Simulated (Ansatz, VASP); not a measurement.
## GeB4P: VASP beside Ansatz

File INCAR:

```
PREC = Accurate
ENCUT = 600
EDIFF = 1E-6
ISMEAR = 0
SIGMA = 0.1
LREAL = False
LASPH = True
NELM = 80
ALGO = Normal
ISIF = 3
LWAVE = False
LCHARG = False
GGA = PE
IBRION = 2
NSW = 90
EDIFFG = -0.04
```

Contents of KPOINTS:

```
regular mesh
0
Gamma
  4 4 4
```

File POSCAR:

```
GeB4P
1.0
    0.0000000000      3.3556299400      3.3556299400
    3.3556299400      0.0000000000      3.3556299400
    3.3556299400      3.3556299400      0.0000000000
Ge B P
1 4 1
Direct
    0.0000000000      0.0000000000      0.0000000000
    0.8746958400      0.3751013900      0.3751013900
    0.3751013900      0.3751013900      0.3751013900
    0.3751013900      0.8746958400      0.3751013900
    0.3751013900      0.3751013900      0.8746958400
    0.7500000000      0.7500000000      0.7500000000
```

Input for Ansatz:

```yaml
crystal:
  lattice:
    - [0.0, 3.35562994, 3.35562994]
    - [3.35562994, 0.0, 3.35562994]
    - [3.35562994, 3.35562994, 0.0]
  atoms:
    - { symbol: Ge, position: [0.0, 0.0, 0.0] }
    - { symbol: B, position: [0.87469584, 0.37510139, 0.37510139] }
    - { symbol: B, position: [0.37510139, 0.37510139, 0.37510139] }
    - { symbol: B, position: [0.37510139, 0.87469584, 0.37510139] }
    - { symbol: B, position: [0.37510139, 0.37510139, 0.87469584] }
    - { symbol: P, position: [0.75, 0.75, 0.75] }
basis:
  ecutwfc: 420
kpoints:
  mp_grid: { grid: [4, 4, 4] }
hamiltonian:
  xc: pbe
scf:
  occupations: { method: gaussian, width: 0.1 }
  lower_state_search: "off"
output:
  forces: true
  stress: true
  eigenvalues: true
relax:
  adjacent_minimum: "off"
  f_tol: 0.04
  max_steps: 70
  cell: { stress_tol: 0.4 }
```

Change from the starting cell: species swapped into the YErAl4 type (F-43m, No. 216).

Alike in both runs: task relaxation of cell and atoms; functional PBE; k mesh 4 × 4 × 4; occupations gaussian, width 0.1 eV; no spin polarisation.

```csv
,VASP,Ansatz
version,VASP 6.6.1,Ansatz 0.2.0
potentials or method,"VASP PAW PBE potentials, release 64 (Ge_d, B, P), cutoff 600 eV","scalar-relativistic, plane waves, PAW"
valence electrons in the cell,31,31
```

```tsv
	VASP	Ansatz	Ansatz less VASP
gap on the k mesh at the Fermi level, each at its own relaxed structure (eV)	none	none	-
relaxed volume (Å³/atom)	10.49	10.50	+0.017
relaxed cell length with the largest relative difference (Å)	4.464	4.467	+0.0024
```

A gap of «none» marks a metal or a gap that the smearing closes.

The k mesh is coarse, so the values compare programs but aren't converged. Noted on VASP's run: the volume moved by over 15 % at a fixed basis, so the end points are rough; too few bands were computed for a metal, which touches its energy and stress.
